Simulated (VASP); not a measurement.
# ZnS (zincblende type) (F-43m) in VASP: a series of runs, part 2 of 2

VASP 6.6.1. The steps go on from the part before.

## 4. Single point, LDA (16.35 Å³/atom)

This run uses another cell than the first one, of 16.35 Å³/atom.

Contents of INCAR:

```
ALGO = Normal ; EDIFF = 1E-6
ENCUT = 500 ; GGA = CA
GGA_COMPAT = F ; ISIF = 2
ISMEAR = -1 ; LASPH = T
LCHARG = F ; LREAL = F
LWAVE = F ; NBANDS = 16
NELM = 120 ; PREC = Accurate
SIGMA = 0.05
```

Contents of KPOINTS:

```
k-points
0
Gamma
  12 12 12
```

Contents of POSCAR:

```
ZnS
1.0
    0.0000000000      2.5379177133      2.5379177133
    2.5379177133      0.0000000000      2.5379177133
    2.5379177133      2.5379177133      0.0000000000
Zn S
1 1
Direct
    0.0000000000      0.0000000000      0.0000000000
    0.2500000000      0.2500000000      0.2500000000
```

Potentials or basis: VASP PAW LDA potentials, release 64 (Zn, S).

On the command line:

```sh
$ cat potpaw_LDA.64/Zn/POTCAR potpaw_LDA.64/S/POTCAR > POTCAR
$ mpirun -np 1 vasp_std > vasp.out
```

OUTCAR:

```text
EDIFF = 1E-6
   ENCUT = 500
   GGA = CA
   ISIF = 2
   ISMEAR = -1
   LASPH = T
   LREAL = F
   NELM = 120
   PREC = Accurate

 ion  position               nearest neighbor table
   1  0.000  0.000  0.000-   2 2.20   2 2.20   2 2.20   2 2.20
   2  0.250  0.250  0.250-   1 2.20   1 2.20   1 2.20   1 2.20

  LATTYP: Found a face centered cubic cell.
 ALAT       =     5.0758354266

  Lattice vectors:

 A1 = (   0.0000000000,   2.5379177133,   2.5379177133)
 A2 = (   2.5379177133,   0.0000000000,   2.5379177133)
 A3 = (   2.5379177133,   2.5379177133,   0.0000000000)

Analysis of symmetry for initial positions (statically):
=====================================================================
 Subroutine PRICEL returns:
 Original cell was already a primitive cell.

 Routine SETGRP: Setting up the symmetry group for a
 face centered cubic supercell.

 Subroutine GETGRP returns: Found 24 space group operations
 (whereof 24 operations were pure point group operations)
 out of a pool of 48 trial point group operations.

The static configuration has the point symmetry T_d .

Analysis of symmetry for dynamics (positions and initial velocities):
=====================================================================
 Subroutine PRICEL returns:
 Original cell was already a primitive cell.

 Routine SETGRP: Setting up the symmetry group for a
 face centered cubic supercell.

 Subroutine GETGRP returns: Found 24 space group operations
 (whereof 24 operations were pure point group operations)
 out of a pool of 48 trial point group operations.

The dynamic configuration has the point symmetry T_d .

 Subroutine INISYM returns: Found 24 space group operations
 (whereof 24 operations are pure point group operations),
 and found     1 'primitive' translations

----------------------------------------------------------------------------------------

                                     Primitive cell

  volume of cell :      32.6936

  direct lattice vectors                    reciprocal lattice vectors
     0.000000000  2.537917713  2.537917713    -0.197011904  0.197011904  0.197011904
     2.537917713  0.000000000  2.537917713     0.197011904 -0.197011904  0.197011904
     2.537917713  2.537917713  0.000000000     0.197011904  0.197011904 -0.197011904

  length of vectors
     3.589157650  3.589157650  3.589157650     0.341234627  0.341234627  0.341234627

  position of ions in fractional coordinates (direct lattice)
     0.000000000  0.000000000  0.000000000
     0.250000000  0.250000000  0.250000000

  ion indices of the primitive-cell ions
   primitive index   ion index
                 1           1
                 2           2

----------------------------------------------------------------------------------------

 KPOINTS: k-points

Automatic generation of k-mesh.
 Grid dimensions read from file:
 generate k-points for:   12   12   12

 Generating k-lattice:

  Cartesian coordinates                     Fractional coordinates (reciprocal lattice)
    -0.016417659  0.016417659  0.016417659     0.083333333  0.000000000  0.000000000
     0.016417659 -0.016417659  0.016417659     0.000000000  0.083333333  0.000000000
     0.016417659  0.016417659 -0.016417659     0.000000000  0.000000000  0.083333333

  Length of vectors
     0.028436219  0.028436219  0.028436219

  Shift w.r.t. Gamma in fractional coordinates (k-lattice)
     0.000000000  0.000000000  0.000000000

 Subroutine IBZKPT returns following result:
 ===========================================

 Found     72 irreducible k-points:

 Following reciprocal coordinates:
            Coordinates               Weight
  0.000000  0.000000  0.000000      1.000000
  0.083333  0.000000  0.000000      8.000000
  0.166667  0.000000  0.000000      8.000000
  0.250000  0.000000  0.000000      8.000000
  0.333333  0.000000  0.000000      8.000000
  0.416667  0.000000  0.000000      8.000000
[... 16 lines left out ...]
  0.500000  0.166667  0.000000     24.000000
 -0.416667  0.166667  0.000000     24.000000
 [... further k-points ...]
   k-points           NKPTS =     72   k-points in BZ     NKDIM =     72   number of bands    NBANDS=     16
   number of dos      NEDOS =    301   number of ions     NIONS =      2
   total plane-waves  NPLWV =  21952
   dimension x,y,z NGX =    28 NGY =   28 NGZ =   28
   dimension x,y,z NGXF=    56 NGYF=   56 NGZF=   56
   ions per type =               1   1
   NGX,Y,Z   is equivalent  to a cutoff of  12.97, 12.97, 12.97 a.u.
   NGXF,Y,Z  is equivalent  to a cutoff of  25.94, 25.94, 25.94 a.u.
 SYSTEM =  unknown system
   PREC   = accura    normal or accurate (medium, high low for compatibility)
   ISTART =      0    job   : 0-new  1-cont  2-samecut
   ICHARG =      2    charge: 1-file 2-atom 10-const
   ISPIN  =      1    spin polarized calculation?
   LNONCOLLINEAR =      F non collinear calculations
   LSORBIT =      F    spin-orbit coupling
   LASPH  =      T    aspherical Exc in radial PAW
   ENCUT  =  500.0 eV  36.75 Ry    6.06 a.u.   6.54  6.54  6.54*2*pi/ulx,y,z
   NELM   =    120;   NELMIN=  2; NELMDL= -5     # of ELM steps
   EDIFF  = 0.1E-05   stopping-criterion for ELM
   LREAL  =      F    real-space projection
   EDIFFG = 0.1E-04   stopping-criterion for IOM
   NSW    =      0    number of steps for IOM
   IBRION =     -1    ionic relax: 0-MD 1-quasi-New 2-CG
   NFREE  =      0    steps in history (QN), initial steepest desc. (CG)
   ISIF   =      2    stress and relaxation
   ISYM   =      2    0-nonsym 1-usesym 2-fastsym
   POTIM  = 0.5000    time-step for ionic-motion
   TEBEG  =    0.0;   TEEND  =   0.0 temperature during run
   PSTRESS=    0.0 pullay stress
   NELECT =      18.0000    total number of electrons
   NUPDOWN=      -1.0000    fix difference up-down
   EMIN   =  10.00;   EMAX   =-10.00  energy-range for DOS
   EFERMI =   0.00;   METHOD = LEGACY
   ISMEAR =    -1;   SIGMA  =   0.05  broadening in eV -4-tet -1-fermi 0-gaus
   EFERMI_NEDOS =   21; number of points for ismear=-14 and -15
   IALGO  =     38    algorithm
   IMIX   =      4    mixing-type and parameters
     AMIX     =   0.40;   BMIX     =  1.00
     AMIX_MAG =   1.60;   BMIX_MAG =  1.00
  volume/ion in A,a.u.               =      16.35       110.31
  Fermi-wavevector in a.u.,A,eV,Ry     =   1.341770  2.535578 24.495210  1.800347
  Thomas-Fermi vector in A             =   2.469977
   LORBIT       =      0    0 simple, 1 ext, 2 COOP (PROOUT), +10 PAW based schemes
   GGA     = CA    functional components
   LHFCALC =     F    Hartree Fock is set to
   AEXX    =    0.0000 exact exchange contribution
   IVDW    =     0    specifies the selected vdW correction
   LEPSILON=     F    determine dielectric tensor
   LRPA    =     F    only Hartree local field effects (RPA)
 non-spin polarized calculation
  energy-cutoff  :      500.00
  volume of cell :       32.69
 maximum number of plane-waves:       869
 NGX is ok and might be reduce to    28
   NGX = 13   NGY = 13   NGZ = 13

 number of electron      18.0000009 magnetization

 Free energy of the ion-electron system (eV)
  ---------------------------------------------------
  ext. energy  EPLUGINS =         0.00000000
  ---------------------------------------------------
  free energy    TOTEN  =        -8.01586998 eV

  energy without entropy =       -8.01586998  energy(sigma->0) =       -8.01586998

 E-fermi :   4.9214     XC(G=0): -10.9255

 val. band max:        3.9128281710   @ k =   0.0000   0.0000   0.0000
 cond. band min:       6.6418872909   @ k =   0.5000   0.5000   0.0000
 fundamental gap:      2.7290591199
 Fermi energy:         4.9214147558

 k-point     1 :       0.0000    0.0000    0.0000
  band No.  band energies     occupation
      1     -10.7013      2.00000
      2      -3.5416      2.00000
      3      -3.5416      2.00000
      4      -3.5416      2.00000
      5      -2.8191      2.00000
      6      -2.8191      2.00000
[... 8 lines left out ...]
     15      15.8647      0.00000
     16      16.5073      0.00000
[... 419 lines left out ...]
 k-point    24 :      -0.4167    0.1667    0.0000
  band No.  band energies     occupation
      1      -9.2300      2.00000
      2      -3.4010      2.00000
      3      -3.3100      2.00000
      4      -3.0022      2.00000
      5      -2.7901      2.00000
      6      -2.6079      2.00000
[... 8 lines left out ...]
     15      16.6131      0.00000
     16      18.4256      0.00000

 [... further k-points ...]

------------------------ aborting loop because EDIFF is reached ----------------------------------------

  FORCE on cell =-STRESS in cart. coord.  units (eV):
  Direction    XX          YY          ZZ          XY          YZ          ZX
  --------------------------------------------------------------------------------------
  -------------------------------------------------------------------------------------
  Total        3.0786485      3.0786485      3.0786485      0.0000000      0.0000000      0.0000000
  in kB      150.8718042    150.8718042    150.8718042      0.0000000      0.0000000      0.0000000
  external PRESSURE =     150.8718042 kB  Pullay stress =       0.0000000 kB

 VOLUME and BASIS-vectors are now :
 -----------------------------------------------------------------------------
  energy-cutoff  :      500.00
  volume of cell :       32.69
      direct lattice vectors                 reciprocal lattice vectors
     0.000000000  2.537917713  2.537917713    -0.197011904  0.197011904  0.197011904
     2.537917713  0.000000000  2.537917713     0.197011904 -0.197011904  0.197011904
     2.537917713  2.537917713  0.000000000     0.197011904  0.197011904 -0.197011904

 POSITION                                       TOTAL-FORCE (eV/Angst)
 -----------------------------------------------------------------------------------
      0.00000      0.00000      0.00000         0.000000      0.000000      0.000000
      1.26896      1.26896      1.26896        -0.000000     -0.000000     -0.000000
 -----------------------------------------------------------------------------------
    total drift:                                0.000001      0.000001      0.000002

  FREE ENERGIE OF THE ION-ELECTRON SYSTEM (eV)
  ---------------------------------------------------
  free  energy   TOTEN  =        -8.0158699792 eV

  energy  without entropy=       -8.0158699792  energy(sigma->0) =       -8.01586998
```

OSZICAR:

```text
N       E                     dE             d eps       ncg     rms          rms(c)
DAV:   1     0.879510168435E+02    0.87951E+02   -0.89094E+03  2312   0.140E+03
DAV:   2    -0.305305569182E+01   -0.91004E+02   -0.85627E+02  2664   0.267E+02
DAV:   3    -0.845542237592E+01   -0.54024E+01   -0.53810E+01  2864   0.635E+01
DAV:   4    -0.850818392570E+01   -0.52762E-01   -0.52751E-01  2816   0.651E+00
DAV:   5    -0.850871584457E+01   -0.53192E-03   -0.53191E-03  2864   0.639E-01    0.991E+00
DAV:   6    -0.806487638280E+01    0.44384E+00   -0.81968E-01  3400   0.352E+01    0.742E+00
DAV:   7    -0.802393948579E+01    0.40937E-01   -0.30024E-01  2968   0.633E+00    0.338E+00
DAV:   8    -0.801665809255E+01    0.72814E-02   -0.91326E-03  3344   0.220E+00    0.748E-01
DAV:   9    -0.801586566410E+01    0.79243E-03   -0.19748E-03  2680   0.333E-01    0.722E-02
DAV:  10    -0.801586759844E+01   -0.19343E-05   -0.15789E-04  2888   0.106E-01    0.810E-02
DAV:  11    -0.801587209836E+01   -0.44999E-05   -0.10717E-05  3472   0.540E-02    0.464E-02
DAV:  12    -0.801586995577E+01    0.21426E-05   -0.39524E-06  2824   0.194E-02    0.189E-03
DAV:  13    -0.801586997923E+01   -0.23460E-07   -0.31666E-07  1432   0.532E-03
   1 F= -.80158700E+01 E0= -.80158700E+01  d E =-.146359E-10
```

Wall time 75 s (1 thread of Intel Xeon 8259CL, shared host); peak memory 0.13 GiB.

Results:

```yaml
Free_energy: -8.0159 eV
Pressure: 15.1 GPa
Band_gap_on_the_k_mesh: 2.73 eV (least direct gap 2.77 eV)
```

Caveat: the cell stands under pressure. A k mesh can miss the band edges.

## 5. The runs side by side

```tsv
cell	gap on the mesh (eV)	pressure (GPa)
a = 3.357 Å, angles 60.0°, 2 atoms	2.11	59.7
a = 3.477 Å, angles 60.0°, 2 atoms	2.45	32.2
a = 3.589 Å, angles 60.0°, 2 atoms	2.73	15.1
```

Alike in all rows: task single point; level LDA; potentials or basis VASP PAW LDA potentials, release 64 (Zn, S); no spin polarisation; k mesh 12 × 12 × 12; cutoff (eV) 500; smearing fermi-dirac 0.05 eV.

Caveats: the cell stands under pressure.

Absolute energies hang on the potentials; compare differences alone.
